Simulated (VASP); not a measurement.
A run of VASP 6.6.1:

The input INCAR:

```
  PREC = Accurate
  ENCUT = 520
  EDIFF = 1E-6
  ISMEAR = -1
  SIGMA = 0.01
  LREAL = False
  LASPH = True
  NELM = 60
  ALGO = Normal
  ISIF = 2
  LWAVE = False
  LCHARG = True
  GGA = PS
  LELF = True
  LVHAR = True
  NBANDS = 16
```

Contents of KPOINTS:

```
regular mesh
0
Gamma
  7 7 7
```

File POSCAR:

```
ZrH3
1.0
    3.1260380000      0.0000000000      0.0000000000
    0.0000000000      3.1260380000      0.0000000000
    0.0000000000      0.0000000000      3.1260380000
Zr H
1 3
Direct
    0.0000000000      0.0000000000      0.0000000000
    0.0000000000      0.5000000000      0.5000000000
    0.5000000000      0.0000000000      0.5000000000
    0.5000000000      0.5000000000      0.0000000000
```

Potentials or basis: VASP PAW PBE potentials, release 64 (Zr_sv, H).

Launch:

```console
$ cat potpaw_PBE.64/Zr_sv/POTCAR potpaw_PBE.64/H/POTCAR > POTCAR
$ mpirun -np 1 vasp_std > vasp.out
```

Hardware: 1 thread of Intel Xeon 8259CL (shared host).

Question: Estimate the wall time of this run.

Answer: It took 14 s on 1 thread of Intel Xeon 8259CL, on a shared host, peak memory 0.14 GiB. Counts: scf iterations 13, k points 20.
